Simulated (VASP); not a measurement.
# CdTe in VASP: notebook

Runs on CdTe. Level: r2SCAN. Tasks: single point.

Everything below comes from runs of VASP 6.6.1. Logs are shortened: lines on timing, memory, paths and dates and some standing lists are left out, and cuts for length are marked.

### 1 The cell of the first run

Symmetry: I-4m2, No. 119, tetragonal system. The conventional cell has a = 4.659 Å, b = 4.659 Å, c = 6.536 Å, α = 90.00°, β = 90.00°, γ = 90.00°. Cd (site symmetry -4m2) has 4 Te at 2.85 Å within 3.7 Å. Te (site symmetry -4m2) has 4 Cd at 2.85 Å within 3.7 Å.

### 2 Single point, r2SCAN (in-plane strain +0.005)

POSCAR reads:

```
CdTe
1.0
    3.2942631865      3.2942631865      0.0000000000
   -3.2942631865      3.2942631865      0.0000000000
    0.0000000000      3.2942631865      3.2680401960
Cd Te
1 1
Direct
    0.0000000000      0.0000000000      0.0000000000
    0.7500000000      0.2500000000      0.5000000000
```

INCAR.step1 reads:

```
PREC = Accurate
ENCUT = 550
ISMEAR = 0
SIGMA = 0.01
LREAL = F
LASPH = T
NELM = 120
NBANDS = 16
GGA = PE
ALGO = Normal
EDIFF = 1E-5
LWAVE = T
LCHARG = F
GGA_COMPAT = F
```

INCAR.step2 reads:

```
PREC = Accurate
ENCUT = 550
EDIFF = 1E-6
ISMEAR = 0
SIGMA = 0.01
LREAL = F
LASPH = T
NELM = 120
ALGO = Normal
ISIF = 2
LWAVE = F
LCHARG = F
METAGGA = R2SCAN
LMIXTAU = T
NBANDS = 16
ISTART = 1
GGA_COMPAT = F
```

KPOINTS reads:

```
Automatic mesh
0
Gamma
  6 6 6
```

Potentials or basis: VASP PAW PBE potentials, release 64 (Cd, Te).

Started as:

```
> cat potpaw_PBE.64/Cd/POTCAR potpaw_PBE.64/Te/POTCAR > POTCAR
> cp INCAR.step1 INCAR
> mpirun -np 1 vasp_std > vasp.out
> cp INCAR.step2 INCAR
> mpirun -np 1 vasp_std > vasp.out
```

OUTCAR:

```text
PREC = Accurate
   ENCUT = 550
   EDIFF = 1E-6
   ISMEAR = 0
   LREAL = F
   LASPH = T
   NELM = 120
   ISIF = 2
   METAGGA = R2SCAN
   ISTART = 1

 ion  position               nearest neighbor table
   1  0.000  0.000  0.000-   2 2.85   2 2.85   2 2.85   2 2.85
   2  0.750  0.250  0.500-   1 2.85   1 2.85   1 2.85   1 2.85

  LATTYP: Found a body centered tetragonal cell.
 ALAT       =     4.6587916764
 C/A-ratio  =     1.4029561410

  Lattice vectors:

 A1 = (   3.2942631865,   0.0000000000,  -3.2680401960)
 A2 = (  -3.2942631865,   0.0000000000,  -3.2680401960)
 A3 = (   0.0000000000,   3.2942631865,   3.2680401960)

Analysis of symmetry for initial positions (statically):
=====================================================================
 Subroutine PRICEL returns:
 Original cell was already a primitive cell.

 Routine SETGRP: Setting up the symmetry group for a
 body centered tetragonal supercell.

 Subroutine GETGRP returns: Found  8 space group operations
 (whereof  8 operations were pure point group operations)
 out of a pool of 16 trial point group operations.

The static configuration has the point symmetry D_2d.

Analysis of symmetry for dynamics (positions and initial velocities):
=====================================================================
 Subroutine PRICEL returns:
 Original cell was already a primitive cell.

 Routine SETGRP: Setting up the symmetry group for a
 body centered tetragonal supercell.

 Subroutine GETGRP returns: Found  8 space group operations
 (whereof  8 operations were pure point group operations)
 out of a pool of 16 trial point group operations.

The dynamic configuration has the point symmetry D_2d.

 Subroutine INISYM returns: Found  8 space group operations
 (whereof  8 operations are pure point group operations),
 and found     1 'primitive' translations

----------------------------------------------------------------------------------------

                                     Primitive cell

  volume of cell :      70.9307

  direct lattice vectors                    reciprocal lattice vectors
     3.294263186  3.294263186  0.000000000     0.151779008  0.151779008 -0.152996894
    -3.294263186  3.294263186  0.000000000    -0.151779008  0.151779008 -0.152996894
     0.000000000  3.294263186  3.268040196     0.000000000  0.000000000  0.305993788

  length of vectors
     4.658791676  4.658791676  4.640286270     0.263593976  0.263593976  0.305993788

  position of ions in fractional coordinates (direct lattice)
     0.000000000  0.000000000  0.000000000
     0.750000000  0.250000000  0.500000000

  ion indices of the primitive-cell ions
   primitive index   ion index
                 1           1
                 2           2

----------------------------------------------------------------------------------------

 KPOINTS: Automatic mesh

Automatic generation of k-mesh.
 Grid dimensions read from file:
 generate k-points for:    6    6    6

 Generating k-lattice:

  Cartesian coordinates                     Fractional coordinates (reciprocal lattice)
     0.025296501  0.025296501 -0.025499482     0.166666667  0.000000000 -0.000000000
    -0.025296501  0.025296501 -0.025499482     0.000000000  0.166666667 -0.000000000
     0.000000000  0.000000000  0.050998965     0.000000000  0.000000000  0.166666667

  Length of vectors
     0.043932329  0.043932329  0.050998965

  Shift w.r.t. Gamma in fractional coordinates (k-lattice)
     0.000000000  0.000000000  0.000000000

 Subroutine IBZKPT returns following result:
 ===========================================

 Found     30 irreducible k-points:

 Following reciprocal coordinates:
            Coordinates               Weight
  0.000000  0.000000  0.000000      1.000000
  0.166667  0.000000  0.000000      8.000000
  0.333333  0.000000 -0.000000      8.000000
  0.500000  0.000000 -0.000000      4.000000
  0.166667  0.166667  0.000000      8.000000
  0.333333  0.166667  0.000000     16.000000
[... 16 lines left out ...]
 -0.333333 -0.333333  0.166667      4.000000
 -0.166667 -0.333333  0.166667     16.000000
 [... further k-points ...]
   k-points           NKPTS =     30   k-points in BZ     NKDIM =     30   number of bands    NBANDS=     16
   number of dos      NEDOS =    301   number of ions     NIONS =      2
   total plane-waves  NPLWV =  46656
   dimension x,y,z NGX =    36 NGY =   36 NGZ =   36
   dimension x,y,z NGXF=    72 NGYF=   72 NGZF=   72
   ions per type =               1   1
   NGX,Y,Z   is equivalent  to a cutoff of  12.85, 12.85, 12.90 a.u.
   NGXF,Y,Z  is equivalent  to a cutoff of  25.69, 25.69, 25.80 a.u.
 SYSTEM =  unknown system
   PREC   = accura    normal or accurate (medium, high low for compatibility)
   ISTART =      1    job   : 0-new  1-cont  2-samecut
   ICHARG =      0    charge: 1-file 2-atom 10-const
   ISPIN  =      1    spin polarized calculation?
   LNONCOLLINEAR =      F non collinear calculations
   LSORBIT =      F    spin-orbit coupling
   LASPH  =      T    aspherical Exc in radial PAW
   ENCUT  =  550.0 eV  40.42 Ry    6.36 a.u.   8.91  8.91  8.87*2*pi/ulx,y,z
   NELM   =    120;   NELMIN=  2; NELMDL=  0     # of ELM steps
   EDIFF  = 0.1E-05   stopping-criterion for ELM
   LREAL  =      F    real-space projection
   EDIFFG = 0.1E-04   stopping-criterion for IOM
   NSW    =      0    number of steps for IOM
   IBRION =     -1    ionic relax: 0-MD 1-quasi-New 2-CG
   NFREE  =      0    steps in history (QN), initial steepest desc. (CG)
   ISIF   =      2    stress and relaxation
   ISYM   =      2    0-nonsym 1-usesym 2-fastsym
   POTIM  = 0.5000    time-step for ionic-motion
   TEBEG  =    0.0;   TEEND  =   0.0 temperature during run
   PSTRESS=    0.0 pullay stress
   NELECT =      18.0000    total number of electrons
   NUPDOWN=      -1.0000    fix difference up-down
   EMIN   =  10.00;   EMAX   =-10.00  energy-range for DOS
   EFERMI =   0.00;   METHOD = LEGACY
   ISMEAR =     0;   SIGMA  =   0.01  broadening in eV -4-tet -1-fermi 0-gaus
   EFERMI_NEDOS =   21; number of points for ismear=-14 and -15
   IALGO  =     38    algorithm
   IMIX   =      4    mixing-type and parameters
     AMIX     =   0.40;   BMIX     =  1.00
     AMIX_MAG =   1.60;   BMIX_MAG =  1.00
  volume/ion in A,a.u.               =      35.47       239.33
  Fermi-wavevector in a.u.,A,eV,Ry     =   1.036464  1.958633 14.616170  1.074258
  Thomas-Fermi vector in A             =   2.170856
   LORBIT       =      0    0 simple, 1 ext, 2 COOP (PROOUT), +10 PAW based schemes
   METAGGA = R2SCAN    functional components
   LHFCALC =     F    Hartree Fock is set to
   AEXX    =    0.0000 exact exchange contribution
   IVDW    =     0    specifies the selected vdW correction
   LEPSILON=     F    determine dielectric tensor
   LRPA    =     F    only Hartree local field effects (RPA)
 non-spin polarized calculation
 Gauss-broadening in eV      SIGMA  =   0.01
  energy-cutoff  :      550.00
  volume of cell :       70.93
 maximum number of plane-waves:      2094
   NGX = 17   NGY = 17   NGZ = 17

 number of electron      18.0000006 magnetization

 Free energy of the ion-electron system (eV)
  ---------------------------------------------------
  ext. energy  EPLUGINS =         0.00000000
  ---------------------------------------------------
  free energy    TOTEN  =       -46.64126524 eV

  energy without entropy =      -46.64126524  energy(sigma->0) =      -46.64126524

 E-fermi :   1.8476     XC(G=0):  -8.9121

 val. band max:        1.7503669084   @ k =   0.0000   0.0000   0.0000
 cond. band min:       2.8696614109   @ k =   0.0000   0.0000   0.0000
 fundamental gap:      1.1192945025
 Fermi energy:         1.8476137329

 k-point     1 :       0.0000    0.0000    0.0000
  band No.  band energies     occupation
      1      -9.5559      2.00000
      2      -6.6990      2.00000
      3      -6.6990      2.00000
      4      -6.6971      2.00000
      5      -6.4461      2.00000
      6      -6.4455      2.00000
[... 8 lines left out ...]
     15      11.4354      0.00000
     16      11.5434      0.00000

 k-point     2 :       0.1667    0.0000    0.0000
  band No.  band energies     occupation
      1      -9.4622      2.00000
      2      -6.6815      2.00000
      3      -6.6802      2.00000
      4      -6.6120      2.00000
      5      -6.4467      2.00000
      6      -6.4465      2.00000
[... 8 lines left out ...]
     15      10.5981      0.00000
     16      10.6747      0.00000

 k-point     3 :       0.3333    0.0000   -0.0000
  band No.  band energies     occupation
      1      -9.2763      2.00000
      2      -6.6509      2.00000
      3      -6.6492      2.00000
      4      -6.4436      2.00000
      5      -6.4424      2.00000
      6      -6.3361      2.00000
[... 8 lines left out ...]
     15      11.0522      0.00000
     16      11.0585      0.00000

 k-point     4 :       0.5000    0.0000   -0.0000
  band No.  band energies     occupation
      1      -9.1859      2.00000
      2      -6.6387      2.00000
      3      -6.6366      2.00000
      4      -6.4385      2.00000
      5      -6.4367      2.00000
      6      -6.1039      2.00000
[... 8 lines left out ...]
     15      12.4915      0.00000
     16      12.5450      0.00000

 k-point     5 :       0.1667    0.1667    0.0000
  band No.  band energies     occupation
      1      -9.3381      2.00000
      2      -6.6606      2.00000
      3      -6.6467      2.00000
      4      -6.4856      2.00000
      5      -6.4539      2.00000
      6      -6.4196      2.00000
[... 8 lines left out ...]
     15      11.1811      0.00000
     16      11.9334      0.00000

 k-point     6 :       0.3333    0.1667    0.0000
  band No.  band energies     occupation
      1      -9.1876      2.00000
      2      -6.6273      2.00000
      3      -6.6241      2.00000
      4      -6.4490      2.00000
      5      -6.4465      2.00000
      6      -6.1554      2.00000
[... 8 lines left out ...]
     15      11.3822      0.00000
     16      12.5598      0.00000

 k-point     7 :       0.5000    0.1667    0.0000
  band No.  band energies     occupation
      1      -9.1587      2.00000
      2      -6.6237      2.00000
      3      -6.6130      2.00000
      4      -6.4589      2.00000
      5      -6.4351      2.00000
      6      -6.0797      2.00000
[... 8 lines left out ...]
     15      12.2061      0.00000
     16      12.5851      0.00000

 k-point     8 :      -0.3333    0.1667    0.0000
  band No.  band energies     occupation
      1      -9.2781      2.00000
      2      -6.6386      2.00000
      3      -6.6281      2.00000
      4      -6.4873      2.00000
      5      -6.4335      2.00000
      6      -6.3651      2.00000
[... 8 lines left out ...]
     15      11.8985      0.00000
     16      11.9729      0.00000

 k-point     9 :      -0.1667    0.1667    0.0000
  band No.  band energies     occupation
      1      -9.4318      2.00000
      2      -6.6639      2.00000
      3      -6.6615      2.00000
      4      -6.6106      2.00000
      5      -6.4529      2.00000
      6      -6.4386      2.00000
[... 8 lines left out ...]
     15      11.3292      0.00000
     16      11.7650      0.00000
[... 172 lines left out ...]
 k-point    19 :       0.3333    0.3333    0.1667
  band No.  band energies     occupation
      1      -9.1602      2.00000
      2      -6.6059      2.00000
      3      -6.6010      2.00000
      4      -6.4809      2.00000
      5      -6.4340      2.00000
      6      -6.1330      2.00000
[... 8 lines left out ...]
     15      12.5150      0.00000
     16      13.6250      0.00000

 k-point    20 :       0.5000    0.3333    0.1667
  band No.  band energies     occupation
      1      -9.1037      2.00000
      2      -6.5976      2.00000
      3      -6.5871      2.00000
      4      -6.4666      2.00000
      5      -6.4423      2.00000
      6      -5.9605      2.00000
[... 8 lines left out ...]
     15      12.6724      0.00000
     16      13.3028      0.00000

 k-point    21 :       0.5000    0.5000    0.1667
  band No.  band energies     occupation
      1      -9.0762      2.00000
      2      -6.5722      2.00000
      3      -6.5711      2.00000
      4      -6.4891      2.00000
      5      -6.4331      2.00000
      6      -5.9156      2.00000
[... 8 lines left out ...]
     15      13.1366      0.00000
     16      13.5681      0.00000

 k-point    22 :      -0.1667    0.5000    0.1667
  band No.  band energies     occupation
      1      -9.1599      2.00000
      2      -6.6086      2.00000
      3      -6.5982      2.00000
      4      -6.4810      2.00000
      5      -6.4339      2.00000
      6      -6.1334      2.00000
[... 8 lines left out ...]
     15      12.4479      0.00000
     16      13.5667      0.00000

 k-point    23 :      -0.3333   -0.3333    0.1667
  band No.  band energies     occupation
      1      -9.0754      2.00000
      2      -6.5748      2.00000
      3      -6.5690      2.00000
      4      -6.4886      2.00000
      5      -6.4337      2.00000
      6      -5.9138      2.00000
[... 8 lines left out ...]
     15      13.2521      0.00000
     16      13.6167      0.00000

 k-point    24 :      -0.1667   -0.3333    0.1667
  band No.  band energies     occupation
      1      -9.1024      2.00000
      2      -6.5989      2.00000
      3      -6.5859      2.00000
      4      -6.4679      2.00000
      5      -6.4418      2.00000
      6      -5.9572      2.00000
[... 8 lines left out ...]
     15      12.7191      0.00000
     16      13.3995      0.00000

 [... further k-points ...]
[... 5 lines left out ...]
  --------------------------------------------------------------------------------------
  -------------------------------------------------------------------------------------
  Total       -0.0862916     -0.0862916     -0.0268677      0.0000000      0.0000000      0.0000000
  in kB       -1.9491492     -1.9491492     -0.6068866      0.0000000      0.0000000      0.0000000
  external PRESSURE =      -1.5017283 kB  Pullay stress =       0.0000000 kB

 VOLUME and BASIS-vectors are now :
 -----------------------------------------------------------------------------
  energy-cutoff  :      550.00
  volume of cell :       70.93
      direct lattice vectors                 reciprocal lattice vectors
     3.294263186  3.294263186  0.000000000     0.151779008  0.151779008 -0.152996894
    -3.294263186  3.294263186  0.000000000    -0.151779008  0.151779008 -0.152996894
     0.000000000  3.294263186  3.268040196     0.000000000  0.000000000  0.305993788

 POSITION                                       TOTAL-FORCE (eV/Angst)
 -----------------------------------------------------------------------------------
      0.00000      0.00000      0.00000         0.000000     -0.000000      0.000000
      1.64713      4.94139      1.63402         0.000000      0.000000      0.000000
 -----------------------------------------------------------------------------------
    total drift:                               -0.000000     -0.000000      0.000000

  FREE ENERGIE OF THE ION-ELECTRON SYSTEM (eV)
  ---------------------------------------------------
  free  energy   TOTEN  =       -46.6412652369 eV

  energy  without entropy=      -46.6412652369  energy(sigma->0) =      -46.64126524
```

Wall time 1.9 min (1 thread of AMD EPYC 9R45 (Zen 5), shared host); peak memory 0.2 GiB.

Results:

| Property | Result |
| --- | --- |
| Free energy | -46.6413 eV |
| Pressure | -0.2 GPa |
| Band gap on the k mesh | 1.12 eV |

Caveat: the cell differs from its parent crystal (in-plane strain +0.005); the PAW data sets were made with another functional, which shifts forces and pressure a little; spin-orbit coupling is left out, which moves the levels of the heavy elements.

### 3 Single point, r2SCAN (film at in-plane strain +0.01)

POSCAR reads:

```
CdTe
1.0
    3.3106525556      3.3106525556      0.0000000000
   -3.3106525556      3.3106525556      0.0000000000
    0.0000000000      3.3106525556      3.2393707213
Cd Te
1 1
Direct
    0.0000000000      0.0000000000      0.0000000000
    0.7500000000      0.2500000000      0.5000000000
```

INCAR.step1 reads:

```
PREC     = Accurate       # precision mode
ENCUT    = 550            # plane-wave cutoff, eV
ISMEAR   = 0              # smearing method
SIGMA    = 0.01           # smearing width, eV
LREAL    = F              # projectors in reciprocal space
LASPH    = T              # aspherical terms in the spheres
NELM     = 120            # most SCF steps
NBANDS   = 16             # bands
GGA      = PE             # functional
ALGO     = Normal         # electronic algorithm
EDIFF    = 1E-5           # SCF threshold, eV
LWAVE    = T              # write WAVECAR
LCHARG   = F              # write CHGCAR
GGA_COMPAT= F
```

INCAR.step2 reads:

```
PREC     = Accurate       # precision mode
ENCUT    = 550            # plane-wave cutoff, eV
EDIFF    = 1E-6           # SCF threshold, eV
ISMEAR   = 0              # smearing method
SIGMA    = 0.01           # smearing width, eV
LREAL    = F              # projectors in reciprocal space
LASPH    = T              # aspherical terms in the spheres
NELM     = 120            # most SCF steps
ALGO     = Normal         # electronic algorithm
ISIF     = 2              # what is computed and relaxed
LWAVE    = F              # write WAVECAR
LCHARG   = F              # write CHGCAR
METAGGA  = R2SCAN         # meta-GGA
LMIXTAU  = T            
NBANDS   = 16             # bands
ISTART   = 1            
GGA_COMPAT= F
```

KPOINTS is that of step 2.

Potentials or basis: VASP PAW PBE potentials, release 64 (Cd, Te).

Started as:

```
> cat potpaw_PBE.64/Cd/POTCAR potpaw_PBE.64/Te/POTCAR > POTCAR
> cp INCAR.step1 INCAR
> mpirun -np 1 vasp_std > vasp.out
> cp INCAR.step2 INCAR
> mpirun -np 1 vasp_std > vasp.out
```

It took 1.9 min on 1 thread of AMD EPYC 9R45 (Zen 5), shared host; peak memory 0.2 GiB.

The run converged. Its results:

```
Free energy            : -46.6402 eV
Pressure               : -0.2 GPa
Band gap on the k mesh : 1.09 eV
```

Stress tensor (GPa, compression positive):
```
-0.32  0.00  0.00
 0.00 -0.32  0.00
 0.00  0.00  0.04
```

Levels at points of the mesh, in eV from the valence-band top:
```csv
k point,band 7,band 8,band 9,band 10,band 11,band 12
"(0.00, 0.00, 0.00)",-0.07,-0.07,0.00,1.09,5.01,5.02
"(0.50, 0.00, 0.00)",-4.30,-0.82,-0.72,2.13,5.49,5.63
"(0.50, 0.50, 0.00)",-4.22,-1.80,-1.76,2.95,3.00,9.11
"(0.00, 0.00, 0.50)",-4.12,-1.87,-1.87,2.83,2.87,9.27
```

Caveat: the cell differs from its parent crystal (film at in-plane strain +0.01); the PAW data sets were made with another functional, which shifts forces and pressure a little; spin-orbit coupling is left out, which moves the levels of the heavy elements.

(Continued in part 2 of 2.)
